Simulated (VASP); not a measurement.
Wanted: the native input for a VASP 6.6.1 run.

```yaml
Task: single point
Functional: PBE
Potentials_or_basis: VASP PAW PBE potentials, release 64 (Zn, O)
Cutoff: 520 eV
k_mesh: 9 × 9 × 4
Occupations: gaussian, width 0.01 eV
Spin: no spin polarisation
Dipole_correction: no
Further_INCAR_settings: ALGO = Normal; EDIFF = 1e-06; NBANDS = 26
```

The structure of ZnO lies in POSCAR:

```
ZnO
1.0
    3.3118600311      0.0000000000      0.0000000000
   -1.6559300156      2.8681549207      0.0000000000
    0.0000000000      0.0000000000      5.3463258829
Zn O
2 2
Direct
    0.3333333333      0.6666666667     -0.0020276137
    0.6666666667      0.3333333333      0.4979723863
    0.3333333333      0.6666666667      0.3770276137
    0.6666666667      0.3333333333      0.8770276137
```

This cell differs from its parent crystal: volume changed by +3%.

The input as run:

INCAR

```
PREC = Accurate ; ENCUT = 520
EDIFF = 1E-6 ; ISMEAR = 0
SIGMA = 0.01 ; LREAL = False
LASPH = True ; NELM = 60
ALGO = Normal ; ISIF = 2
LWAVE = False ; LCHARG = False
GGA = PE ; NBANDS = 26
```

KPOINTS

```
regular mesh
0
Gamma
  9 9 4
```

Potentials or basis: VASP PAW PBE potentials, release 64 (Zn, O).

The run is started by

```sh
$ cat potpaw_PBE.64/Zn/POTCAR potpaw_PBE.64/O/POTCAR > POTCAR
$ mpirun -np 1 vasp_std > vasp.out
```

Results of the run:

```
Pressure               : -2.8 GPa
Band gap on the k mesh : 0.68 eV, direct
```

Run time: 60 s on 1 thread of Intel(R) Xeon(R) Platinum 8259CL CPU @ 2.50GHz (Skylake/Cascade Lake) (shared host), peak memory 0.18 GiB.
